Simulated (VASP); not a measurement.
Wanted: the native input for a VASP 6.6.1 run.

```
Task                    : density of states
Functional              : PBE
Potentials or basis     : VASP PAW PBE potentials, release 64 (In_d, As)
Cutoff                  : 520 eV
k mesh                  : 11 × 11 × 11
Occupations             : fermi-dirac, width 0.08 eV
Spin                    : no spin polarisation
Dipole correction       : no
k mesh for the DOS      : 17 × 17 × 17
Occupations for the DOS : tetrahedron
Further INCAR settings  : ALGO = Normal; EDIFF = 1e-07; NBANDS = 16
```

Crystal: InAs (zincblende type).

```xyz
2
Lattice="0.0000 3.0303 3.0303 3.0303 0.0000 3.0303 3.0303 3.0303 0.0000" Properties=species:S:1:pos:R:3 pbc="T T T"
In    0.0000    0.0000    0.0000
As    1.5151    1.5151    1.5151
```

This cell differs from its parent crystal: volume scaled by 0.94.

The input as run:

POSCAR

```
InAs
1.0
    0.0000000000      3.0302506526      3.0302506526
    3.0302506526      0.0000000000      3.0302506526
    3.0302506526      3.0302506526      0.0000000000
In As
1 1
Direct
    0.0000000000      0.0000000000      0.0000000000
    0.2500000000      0.2500000000      0.2500000000
```

INCAR.step1

```
PREC = Accurate
ENCUT = 520
EDIFF = 1E-7
ISMEAR = -1
SIGMA = 0.08
LREAL = False
LASPH = True
NELM = 60
ALGO = Normal
ISIF = 2
LWAVE = False
LCHARG = True
GGA = PE
NBANDS = 16
```

KPOINTS.step1

```
regular mesh
0
Gamma
  11 11 11
```

INCAR.step2

```
PREC = Accurate
ENCUT = 520
EDIFF = 1E-7
ISMEAR = -5
SIGMA = 0.08
LREAL = False
LASPH = True
NELM = 60
ALGO = Normal
ISIF = 2
LWAVE = False
LCHARG = False
GGA = PE
LORBIT = 10
NBANDS = 16
NEDOS = 1001
ICHARG = 11
```

KPOINTS.step2

```
regular mesh
0
Gamma
  17 17 17
```

Potentials or basis: VASP PAW PBE potentials, release 64 (In_d, As).

Run with:

```console
$ cat potpaw_PBE.64/In_d/POTCAR potpaw_PBE.64/As/POTCAR > POTCAR
$ cp INCAR.step1 INCAR
$ cp KPOINTS.step1 KPOINTS
$ mpirun -np 1 vasp_std > vasp.out
$ cp INCAR.step2 INCAR
$ cp KPOINTS.step2 KPOINTS
$ mpirun -np 1 vasp_std > vasp.out
```

It gave:

The valence electrons inside the program's atomic spheres are In 11.46; As 2.81.

Caveat: spin-orbit coupling is left out, which moves the levels of the heavy elements.

It took 110 s on 1 thread of AMD EPYC 9R45 96-Core Processor (Zen 5), on a shared host, peak memory 0.26 GiB.
